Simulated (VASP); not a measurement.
# AlNi (Cmmm) in VASP: single point with PBE

Aim: the single point of AlNi with PBE.

Everything below comes from runs of VASP 6.6.1. Logs are shortened: lines on timing, memory, paths and dates and some standing lists are left out, and cuts for length are marked.

### Step 1. The cell of the first run

It takes space group Cmmm (No. 65, orthorhombic). The conventional cell has a = 4.086 Å, b = 4.239 Å, c = 2.901 Å, α = 90.00°, β = 90.00°, γ = 90.00°. Al (site symmetry mmm) has 8 Ni at 2.51 to 2.57 Å and 6 Al at 2.90 to 2.94 Å within 3.3 Å. Within 3.3 Å of Ni (site symmetry mmm) lie 8 Al at 2.51 to 2.57 Å and 6 Ni at 2.90 to 2.94 Å.

### Step 2. Single point, PBE

The input, INCAR:

```
SYSTEM = AlNi
ALGO = Normal ; EDIFF = 1E-6
ENCUT = 600 ; GGA = PE
GGA_COMPAT = .False. ; ISIF = 2
ISMEAR = 0 ; LASPH = .True.
LCHARG = .False. ; LREAL = .False.
LWAVE = .False. ; NBANDS = 14
NELM = 120 ; PREC = Accurate
SIGMA = 0.15
```

The input, KPOINTS:

```
k-points
0
Gamma
  20 20 20
  0 0 0
```

The input, POSCAR:

```
AlNi
1.0
    2.0428098070     -2.1194151747      0.0000000000
    2.0428098070      2.1194151747      0.0000000000
    0.0000000000      0.0000000000      2.9011416498
Al Ni
1 1
Direct
    0.0000000000      0.0000000000      0.0000000000
    0.5000000000      0.5000000000      0.5000000000
```

Potentials or basis: VASP PAW PBE potentials, release 64 (Al, Ni).

The run is started by

```console
> cat potpaw_PBE.64/Al/POTCAR potpaw_PBE.64/Ni/POTCAR > POTCAR
> mpirun -np 1 vasp_std > vasp.out
```

OUTCAR:

```text
SYSTEM = AlNi
   EDIFF = 1E-6
   ENCUT = 600
   GGA = PE
   ISIF = 2
   ISMEAR = 0
   LASPH = .True.
   LREAL = .False.
   NELM = 120
   PREC = Accurate

 ion  position               nearest neighbor table
   1  0.000  0.000  0.000-   2 2.51   2 2.51   2 2.51   2 2.51   2 2.57   2 2.57   2 2.57   2 2.57

   2  0.500  0.500  0.500-   1 2.51   1 2.51   1 2.51   1 2.51   1 2.57   1 2.57   1 2.57   1 2.57

  LATTYP: Found a base centered orthorhombic cell.
 ALAT       =     4.0856196140
 B/A-ratio  =     1.0375000000
 C/A-ratio  =     0.7100860883

  Lattice vectors:

 A1 = (   2.0428098070,  -2.1194151747,   0.0000000000)
 A2 = (   2.0428098070,   2.1194151747,   0.0000000000)
 A3 = (   0.0000000000,   0.0000000000,   2.9011416498)

Analysis of symmetry for initial positions (statically):
=====================================================================
 Subroutine PRICEL returns:
 Original cell was already a primitive cell.

 Routine SETGRP: Setting up the symmetry group for a
 base centered orthorhombic supercell.

 Subroutine GETGRP returns: Found  8 space group operations
 (whereof  8 operations were pure point group operations)
 out of a pool of  8 trial point group operations.

The static configuration has the point symmetry D_2h.

Analysis of symmetry for dynamics (positions and initial velocities):
=====================================================================
 Subroutine PRICEL returns:
 Original cell was already a primitive cell.

 Routine SETGRP: Setting up the symmetry group for a
 base centered orthorhombic supercell.

 Subroutine GETGRP returns: Found  8 space group operations
 (whereof  8 operations were pure point group operations)
 out of a pool of  8 trial point group operations.

The dynamic configuration has the point symmetry D_2h.

 Subroutine INISYM returns: Found  8 space group operations
 (whereof  8 operations are pure point group operations),
 and found     1 'primitive' translations

----------------------------------------------------------------------------------------

                                     Primitive cell

  volume of cell :      25.1213

  direct lattice vectors                    reciprocal lattice vectors
     2.042809807 -2.119415175  0.000000000     0.244760916 -0.235914136  0.000000000
     2.042809807  2.119415175  0.000000000     0.244760916  0.235914136  0.000000000
     0.000000000  0.000000000  2.901141650     0.000000000  0.000000000  0.344691891

  length of vectors
     2.943635947  2.943635947  2.901141650     0.339946151  0.339946151  0.344691891

  position of ions in fractional coordinates (direct lattice)
     0.000000000  0.000000000  0.000000000
     0.500000000  0.500000000  0.500000000

  ion indices of the primitive-cell ions
   primitive index   ion index
                 1           1
                 2           2

----------------------------------------------------------------------------------------

 KPOINTS: k-points

Automatic generation of k-mesh.
 Grid dimensions read from file:
 generate k-points for:   20   20   20

 Generating k-lattice:

  Cartesian coordinates                     Fractional coordinates (reciprocal lattice)
     0.012238046 -0.011795707  0.000000000     0.050000000 -0.000000000  0.000000000
     0.012238046  0.011795707  0.000000000    -0.000000000  0.050000000  0.000000000
     0.000000000  0.000000000  0.017234595     0.000000000  0.000000000  0.050000000

  Length of vectors
     0.016997308  0.016997308  0.017234595

  Shift w.r.t. Gamma in fractional coordinates (k-lattice)
     0.000000000  0.000000000  0.000000000

 Subroutine IBZKPT returns following result:
 ===========================================

 Found   1221 irreducible k-points:

 Following reciprocal coordinates:
            Coordinates               Weight
  0.000000  0.000000  0.000000      1.000000
  0.050000  0.000000  0.000000      4.000000
  0.100000  0.000000  0.000000      4.000000
  0.150000  0.000000  0.000000      4.000000
  0.200000  0.000000  0.000000      4.000000
  0.250000  0.000000  0.000000      4.000000
[... 16 lines left out ...]
 -0.400000  0.050000  0.000000      4.000000
 -0.350000  0.050000  0.000000      4.000000
 [... further k-points ...]
   k-points           NKPTS =   1221   k-points in BZ     NKDIM =   1221   number of bands    NBANDS=     14
   number of dos      NEDOS =    301   number of ions     NIONS =      2
   total plane-waves  NPLWV =  13824
   dimension x,y,z NGX =    24 NGY =   24 NGZ =   24
   dimension x,y,z NGXF=    48 NGYF=   48 NGZF=   48
   ions per type =               1   1
   NGX,Y,Z   is equivalent  to a cutoff of  13.55, 13.55, 13.75 a.u.
   NGXF,Y,Z  is equivalent  to a cutoff of  27.11, 27.11, 27.51 a.u.
 SYSTEM =  AlNi
   PREC   = accura    normal or accurate (medium, high low for compatibility)
   ISTART =      0    job   : 0-new  1-cont  2-samecut
   ICHARG =      2    charge: 1-file 2-atom 10-const
   ISPIN  =      1    spin polarized calculation?
   LNONCOLLINEAR =      F non collinear calculations
   LSORBIT =      F    spin-orbit coupling
   LASPH  =      T    aspherical Exc in radial PAW
   ENCUT  =  600.0 eV  44.10 Ry    6.64 a.u.   5.88  5.88  5.79*2*pi/ulx,y,z
   NELM   =    120;   NELMIN=  2; NELMDL= -5     # of ELM steps
   EDIFF  = 0.1E-05   stopping-criterion for ELM
   LREAL  =      F    real-space projection
   EDIFFG = 0.1E-04   stopping-criterion for IOM
   NSW    =      0    number of steps for IOM
   IBRION =     -1    ionic relax: 0-MD 1-quasi-New 2-CG
   NFREE  =      0    steps in history (QN), initial steepest desc. (CG)
   ISIF   =      2    stress and relaxation
   ISYM   =      2    0-nonsym 1-usesym 2-fastsym
   POTIM  = 0.5000    time-step for ionic-motion
   TEBEG  =    0.0;   TEEND  =   0.0 temperature during run
   PSTRESS=    0.0 pullay stress
   NELECT =      13.0000    total number of electrons
   NUPDOWN=      -1.0000    fix difference up-down
   EMIN   =  10.00;   EMAX   =-10.00  energy-range for DOS
   EFERMI =   0.00;   METHOD = LEGACY
   ISMEAR =     0;   SIGMA  =   0.15  broadening in eV -4-tet -1-fermi 0-gaus
   EFERMI_NEDOS =   21; number of points for ismear=-14 and -15
   IALGO  =     38    algorithm
   IMIX   =      4    mixing-type and parameters
     AMIX     =   0.40;   BMIX     =  1.00
     AMIX_MAG =   1.60;   BMIX_MAG =  1.00
  volume/ion in A,a.u.               =      12.56        84.76
  Fermi-wavevector in a.u.,A,eV,Ry     =   1.314342  2.483746 23.503987  1.727494
  Thomas-Fermi vector in A             =   2.444601
   LORBIT       =      0    0 simple, 1 ext, 2 COOP (PROOUT), +10 PAW based schemes
   GGA     = PE    functional components
   LHFCALC =     F    Hartree Fock is set to
   AEXX    =    0.0000 exact exchange contribution
   IVDW    =     0    specifies the selected vdW correction
   LEPSILON=     F    determine dielectric tensor
   LRPA    =     F    only Hartree local field effects (RPA)
 non-spin polarized calculation
 Gauss-broadening in eV      SIGMA  =   0.15
  energy-cutoff  :      600.00
  volume of cell :       25.12
 maximum number of plane-waves:       864
   NGX = 11   NGY = 11   NGZ = 11

 number of electron      13.0000001 magnetization

 Free energy of the ion-electron system (eV)
  ---------------------------------------------------
  ext. energy  EPLUGINS =         0.00000000
  ---------------------------------------------------
  free energy    TOTEN  =       -10.51568107 eV

  energy without entropy =      -10.50561348  energy(sigma->0) =      -10.51064728

 E-fermi :   9.3874     XC(G=0): -11.8130

 val. band max:        9.3865452217   @ k =  -0.4500   0.3000   0.5000
 cond. band min:       9.3891053508   @ k =   0.3000   0.0000   0.3500
 fundamental gap:      0.0025601291
 Fermi energy:         9.3874416065

 k-point     1 :       0.0000    0.0000    0.0000
  band No.  band energies     occupation
      1      -1.3938      2.00000
      2       6.3896      2.00000
      3       6.3922      2.00000
      4       7.9111      2.00000
      5       7.9148      2.00000
      6       7.9991      2.00000
      7      14.4022      0.00000
      8      14.6639      0.00000
      9      15.0131      0.00000
     10      17.3104      0.00000
     11      17.4083      0.00000
     12      22.2808      0.00000
     13      29.3785      0.00000
     14      29.8933      0.00000

 k-point     2 :       0.0500    0.0000    0.0000
  band No.  band energies     occupation
      1      -1.3497      2.00000
      2       6.3860      2.00000
      3       6.4015      2.00000
      4       7.8959      2.00000
      5       7.9022      2.00000
      6       7.9922      2.00000
      7      14.0003      0.00000
      8      14.6159      0.00000
      9      15.0707      0.00000
     10      17.3820      0.00000
     11      17.8111      0.00000
     12      22.4304      0.00000
     13      28.6916      0.00000
     14      29.2900      0.00000

 k-point     3 :       0.1000    0.0000    0.0000
  band No.  band energies     occupation
      1      -1.2176      2.00000
      2       6.3676      2.00000
      3       6.4302      2.00000
      4       7.8421      2.00000
      5       7.8670      2.00000
      6       7.9825      2.00000
      7      13.0093      0.00000
      8      14.7688      0.00000
      9      15.2409      0.00000
     10      17.3984      0.00000
     11      18.6781      0.00000
     12      22.9075      0.00000
     13      27.5312      0.00000
     14      28.1845      0.00000

 k-point     4 :       0.1500    0.0000    0.0000
  band No.  band energies     occupation
      1      -0.9984      2.00000
      2       6.3168      2.00000
      3       6.4753      2.00000
      4       7.7615      2.00000
      5       7.8000      2.00000
      6       7.9820      2.00000
      7      11.9314      0.00000
      8      15.0418      0.00000
      9      15.5171      0.00000
     10      17.4215      0.00000
     11      19.4854      0.00000
     12      23.7540      0.00000
     13      26.3394      0.00000
     14      26.9866      0.00000

 k-point     5 :       0.2000    0.0000    0.0000
  band No.  band energies     occupation
      1      -0.6937      2.00000
      2       6.1989      2.00000
      3       6.5330      2.00000
      4       7.6647      2.00000
      5       7.7124      2.00000
      6       7.9885      2.00000
      7      10.9258      0.00000
      8      15.4113      0.00000
      9      15.8903      0.00000
     10      17.4534      0.00000
     11      20.1343      0.00000
[... 276 lines left out ...]
 k-point    22 :      -0.4500    0.0500    0.0000
  band No.  band energies     occupation
      1       2.0069      2.00000
      2       3.5745      2.00000
      3       6.8144      2.00000
      4       7.2659      2.00000
      5       7.3497      2.00000
      6       8.0179      2.00000
      7       8.7657      2.00000
      8      17.2493      0.00000
      9      18.2864      0.00000
     10      18.9132      0.00000
     11      19.9439      0.00000
     12      20.7258      0.00000
     13      22.8932      0.00000
     14      24.8050      0.00000

 k-point    23 :      -0.4000    0.0500    0.0000
  band No.  band energies     occupation
      1       1.3370      2.00000
      2       4.3244      2.00000
      3       6.7838      2.00000
      4       7.3046      2.00000
      5       7.3889      2.00000
      6       8.0123      2.00000
      7       8.8674      2.00000
      8      17.0385      0.00000
      9      17.9681      0.00000
     10      18.1915      0.00000
     11      20.5216      0.00000
     12      21.6308      0.00000
     13      22.3359      0.00000
     14      25.2454      0.00000

 k-point    24 :      -0.3500    0.0500    0.0000
  band No.  band energies     occupation
      1       0.7262      2.00000
      2       5.0220      2.00000
      3       6.7340      2.00000
      4       7.3654      2.00000
      5       7.4510      2.00000
      6       8.0036      2.00000
      7       9.0892      1.99507
      8      16.5431      0.00000
      9      17.5219      0.00000
     10      17.8674      0.00000
     11      21.2732      0.00000
     12      21.8059      0.00000
     13      22.6051      0.00000
     14      25.8199      0.00000

 [... further k-points ...]
[... 5 lines left out ...]
  --------------------------------------------------------------------------------------
  -------------------------------------------------------------------------------------
  Total       -0.2818707     -1.4675018     -0.7171170      0.0000000      0.0000000      0.0000000
  in kB      -17.9770192    -93.5936389    -45.7359512      0.0000000      0.0000000      0.0000000
  external PRESSURE =     -52.4355364 kB  Pullay stress =       0.0000000 kB

 VOLUME and BASIS-vectors are now :
 -----------------------------------------------------------------------------
  energy-cutoff  :      600.00
  volume of cell :       25.12
      direct lattice vectors                 reciprocal lattice vectors
     2.042809807 -2.119415175  0.000000000     0.244760916 -0.235914136  0.000000000
     2.042809807  2.119415175  0.000000000     0.244760916  0.235914136  0.000000000
     0.000000000  0.000000000  2.901141650     0.000000000  0.000000000  0.344691891

 POSITION                                       TOTAL-FORCE (eV/Angst)
 -----------------------------------------------------------------------------------
      0.00000      0.00000      0.00000         0.000000     -0.000000      0.000000
      2.04281      0.00000      1.45057         0.000000      0.000000      0.000000
 -----------------------------------------------------------------------------------
    total drift:                                0.000000     -0.000000     -0.000000

  FREE ENERGIE OF THE ION-ELECTRON SYSTEM (eV)
  ---------------------------------------------------
  free  energy   TOTEN  =       -10.5156810675 eV

  energy  without entropy=      -10.5056134838  energy(sigma->0) =      -10.51064728
```

It took 3.1 min on 1 thread of Intel Xeon 6975P-C, shared host; peak memory 0.61 GiB.

What came out:

```yaml
Free_energy: -10.5157 eV
Pressure: -5.2 GPa
```

Spin polarisation is off, so any magnetic state and its effect on volume and gap are missing.
